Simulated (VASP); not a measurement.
Input of a VASP 6.6.1 run:

Contents of INCAR:

```
ALGO = Normal
DIPOL = 0.5 0.5 0.340
EDIFF = 1E-7
ENCUT = 520
GGA = PE
IDIPOL = 3
ISIF = 2
ISMEAR = 0
LASPH = True
LCHARG = False
LDIPOL = True
LREAL = False
LWAVE = False
NBANDS = 84
NELM = 100
PREC = Accurate
SIGMA = 0.1
```

The input KPOINTS:

```
k-points
0
Gamma
  5 6 1
```

The input POSCAR:

```
Ti12H
1.0
    5.8763264167      0.0000000000      0.0000000000
    0.0000000000      4.6504654186      0.0000000000
    0.0000000000      0.0000000000     21.2842241193
Ti H
12 1
Direct
    0.0000000000      0.7500000000      0.1879326198
    0.5000000000      0.7500000000      0.1879326198
    0.2500000000      0.2500000000      0.2277825413
    0.7500000000      0.2500000000      0.2277825413
    0.2500000000      0.7500000000      0.3074823843
    0.7500000000      0.7500000000      0.3074823843
    0.0000000000      0.2500000000      0.3461291961
    0.5000000000      0.2500000000      0.3461291961
    0.0000000000      0.7500000000      0.4220680058
    0.5000000000      0.7500000000      0.4220680058
    0.2500000000      0.2500000000      0.4596937180
    0.7500000000      0.2500000000      0.4596937180
    0.5000000000      0.2500000000      0.5170173124
```

Potentials or basis: VASP PAW PBE potentials, release 64 (Ti_sv, H).

The run is started by

```sh
$ cat potpaw_PBE.64/Ti_sv/POTCAR potpaw_PBE.64/H/POTCAR > POTCAR
$ mpirun -np 1 vasp_std > vasp.out
```

(1) Predict the largest force.

(2) What does it give for the band gap on the k mesh?

Answers

(1) 0.638 eV/Å.

(2) zero (an odd number of electrons rules out a gap without spin polarisation).
